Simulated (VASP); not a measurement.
Runs of VASP 6.6.1 on InSb. The structure is that of space group F-43m (No. 216), or close to it. The cells are those of the table. 

| level | potentials or basis | cell | k mesh | grid for exact exchange (PRECFOCK) | gap on the mesh (eV) | pressure (GPa) |
| --- | --- | --- | --- | --- | --- | --- |
| r2SCAN | VASP PAW PBE potentials, release 64 (In_d, Sb) | a = 4.610 Å, angles 60.0°, 2 atoms | 12 × 12 × 12 | - | 0.12 | (b) |
| PBEsol | VASP PAW PBE potentials, release 64 (In_d, Sb) | a = 4.581 Å, angles 60.0°, 2 atoms | 6 × 6 × 6 | - | none | 0.9 |
| PBEsol | VASP PAW PBE potentials, release 64 (In_d, Sb) | a = 4.610 Å, angles 60.0°, 2 atoms | 4 × 4 × 4 | - | none | 0.5 |
| HF | VASP PAW PBE potentials, release 64 (In_d, Sb) | a = 4.610 Å, angles 60.0°, 2 atoms | 4 × 4 × 4 | Normal | 10.16 | (a) |
| LDA | VASP PAW LDA potentials, release 64 (In_d, Sb) | a = 4.610 Å, angles 60.0°, 2 atoms | 12 × 12 × 12 | - | none | -1.3 |
| PBEsol | VASP PAW PBE potentials, release 64 (In_d, Sb) | a = 4.610 Å, angles 60.0°, 2 atoms | 12 × 12 × 12 | - | none | 0.0 |
| PBE0 | VASP PAW PBE potentials, release 64 (In_d, Sb) | a = 4.610 Å, angles 60.0°, 2 atoms | 4 × 4 × 4 | Normal | 1.11 | 0.0 |

Alike in all rows: task single point; no spin polarisation; cutoff (eV) 520; smearing gaussian 0.1 eV.

**Question.** Estimate the missing entries.

**Answer.** (a) -17.7; (b) 0.8.

Caveats: some runs use coarse meshes; spin-orbit coupling is left out, which moves the levels of the heavy elements; the PAW data sets were made with another functional, which shifts forces and pressure a little (some runs).

A k mesh can miss the band edges, and the runs leave out spin-orbit coupling on In, Sb.

A gap of «none» marks levels without a gap at the run's occupations.
